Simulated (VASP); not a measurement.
Here is a VASP 6.6.1 calculation.

INCAR

```
SYSTEM = Si
PREC     = Accurate       ! precision mode
ENCUT    = 600            ! plane-wave cutoff, eV
EDIFF    = 1E-6           ! SCF threshold, eV
ISMEAR   = 1              ! smearing method
SIGMA    = 0.1            ! smearing width, eV
LREAL    = .False.        ! projectors in reciprocal space
LASPH    = .True.         ! aspherical terms in the spheres
NELM     = 60             ! most SCF steps
ALGO     = Normal         ! electronic algorithm
ISIF     = 3              ! what is computed and relaxed
LWAVE    = .False.        ! write WAVECAR
LCHARG   = .False.        ! write CHGCAR
GGA      = PE             ! functional
IVDW     = 13             ! dispersion correction
IBRION   = 2              ! ionic algorithm
NSW      = 80             ! ionic steps
EDIFFG   = -0.005         ! ionic threshold
```

Contents of KPOINTS:

```
Automatic mesh
0
Gamma
  12 12 12
  0 0 0
```

Contents of POSCAR:

```
Si
1.0
   -2.3713720000      2.3713720000      1.3292650000
    2.3713720000     -2.3713720000      1.3292650000
    2.3713720000      2.3713720000     -1.3292650000
Si
2
Direct
    0.2500000000      0.7500000000      0.5000000000
    0.5000000000      0.5000000000      0.0000000000
```

Potentials or basis: VASP PAW PBE potentials, release 64 (Si).

The run is started by

```bash
$ cat potpaw_PBE.64/Si/POTCAR > POTCAR
$ mpirun -np 1 vasp_std > vasp.out
```

Predict the space group after relaxing (to 0.05 Å).

I4_1/amd (No. 141).

Estimate the relaxed cell.

a = 3.619 Å, b = 3.619 Å, c = 3.619 Å, α = 97.36°, β = 97.36°, γ = 138.05°.

What does it give for the dispersion energy per atom?

-0.435 eV.

The path:
```csv
step,energy change (eV),largest force (eV/Å),pressure (GPa),volume (Å³)
1,0.0000,0.0000,-0.89,29.90
2,-0.0096,0.0000,0.28,29.54
3,-0.0105,0.0000,0.64,29.44
4,-0.0101,0.0000,1.43,29.25
5,-0.0107,0.0000,0.92,29.38
6,-0.0114,0.0000,-0.35,29.68
7,-0.0116,0.0000,0.00,29.59
```

Caveat: pairwise dispersion overbinds metals, which lowers pressure and volume.
